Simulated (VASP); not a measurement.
Input of a VASP 6.6.1 run:

Contents of INCAR:

```
PREC     = Accurate       # precision mode
ENCUT    = 520            # plane-wave cutoff, eV
EDIFF    = 1E-6           # SCF threshold, eV
ISMEAR   = -1             # smearing method
SIGMA    = 0.1            # smearing width, eV
LREAL    = False          # projectors in reciprocal space
LASPH    = True           # aspherical terms in the spheres
NELM     = 100            # most SCF steps
ALGO     = Normal         # electronic algorithm
ISIF     = 2              # what is computed and relaxed
LWAVE    = False          # write WAVECAR
LCHARG   = True           # write CHGCAR
LELF     = True           # ELF
LVHAR    = True         
NBANDS   = 12             # bands
```

File KPOINTS:

```
Automatic mesh
0
Gamma
  13 13 13
```

Contents of POSCAR:

```
Ga
1.0
    0.0000000000      2.0482379200      2.0482379200
    2.0482379200      0.0000000000      2.0482379200
    2.0482379200      2.0482379200      0.0000000000
Ga
1
Direct
    0.0000000000      0.0000000000      0.0000000000
```

Potentials or basis: VASP PAW LDA potentials, release 64 (Ga_d).

Command:

```console
$ cat potpaw_LDA.64/Ga_d/POTCAR > POTCAR
$ mpirun -np 1 vasp_std > vasp.out
```

**Question.** Estimate the pressure.

**Answer.** 0.0 GPa.
